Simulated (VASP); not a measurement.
A run of VASP 6.6.1 is set up as follows.

Contents of INCAR:

```
SYSTEM = C
PREC = Accurate
ENCUT = 600
EDIFF = 1E-6
ISMEAR = 0
SIGMA = 0.1
LREAL = .FALSE.
LASPH = .TRUE.
NELM = 60
ALGO = Normal
ISIF = 4
LWAVE = .FALSE.
LCHARG = .FALSE.
GGA = PE
IVDW = 12
IBRION = 2
NSW = 50
EDIFFG = -0.01
```

File KPOINTS:

```
Automatic mesh
0
G
  18 18 2
  0 0 0
```

The input POSCAR:

```
C
1.0
    2.4403644576      0.0000000000      0.0000000000
   -1.2201822288      2.1134176148      0.0000000000
    0.0000000000      0.0000000000     23.6806375001
C
4
Direct
    0.0000000000      0.0000000000      0.5711557762
    0.0000000000      0.0000000000      0.4288442238
    0.3333333333      0.6666666667      0.4288237746
    0.6666666667      0.3333333333      0.5711762254
```

Potentials or basis: VASP PAW PBE potentials, release 64 (C).

Run with:

```sh
$ cat potpaw_PBE.64/C/POTCAR > POTCAR
$ mpirun -np 1 vasp_std > vasp.out
```

**Question.** Estimate the dispersion energy per atom.

**Answer.** -0.119 eV.

**Question.** Predict the band gap on the k mesh.

**Answer.** Zero (filled and empty bands touch).

Step by step:
```csv
step,energy change (eV),largest force (eV/Å),pressure (GPa),volume (Å³)
1,0.0000,0.0041,2.63,122.13
2,-0.0294,0.0247,-0.51,122.13
3,-0.0310,0.0204,0.05,122.13
4,-0.0310,0.0200,0.11,122.13
5,-0.0311,0.0187,0.10,122.13
6,-0.0312,0.0282,0.09,122.13
7,-0.0315,0.0482,0.07,122.13
8,-0.0317,0.0880,0.03,122.13
9,-0.0317,0.0871,0.03,122.13
10,-0.0318,0.0829,0.02,122.13
11,-0.0319,0.0748,0.01,122.13
12,-0.0321,0.0580,-0.01,122.13
13,-0.0324,0.0253,-0.05,122.13
14,-0.0326,0.0456,-0.14,122.13
15,-0.0326,0.0273,-0.11,122.13
16,-0.0326,0.0284,-0.12,122.13
17,-0.0326,0.0243,-0.11,122.13
18,-0.0327,0.0116,-0.10,122.13
19,-0.0327,0.0065,-0.10,122.13
```
